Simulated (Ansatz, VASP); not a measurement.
# One calculation of Al2O, two programs

```xyz
3
Lattice="-1.4020 1.4020 4.6343 1.4020 -1.4020 4.6343 1.4020 1.4020 -4.6343" Properties=species:S:1:pos:R:3 pbc="T T T"
Al    0.0000    0.0000    3.2559
Al    0.0000    0.0000    6.0127
O     0.0000    0.0000    0.0000
```

Change from the starting cell: species swapped into the BeAu2 type (I4/mmm, No. 139).

Alike in both runs: functional PBE; k mesh 22 × 22 × 22; occupations gaussian, width 0.1 eV; no spin polarisation.

Ansatz relaxed the structure, and its values are those at the end. VASP's run is a single point on that final structure, the one shown.

|  | VASP | Ansatz |
| --- | --- | --- |
| version | VASP 6.6.1 | Ansatz 0.2.0 |
| potentials or method | VASP PAW PBE potentials, release 64 (Al, O), cutoff 520 eV | scalar-relativistic, plane waves, PAW |
| valence electrons in the cell | 12 | 12 |

|  | VASP | Ansatz | Ansatz less VASP |
| --- | --- | --- | --- |
| gap on the k mesh at the Fermi level (eV) | none | none | - |
| pressure (GPa) | -0.1 | 0.0 | +0.10 |

A gap of «none» marks a metal or a gap that the smearing closes.
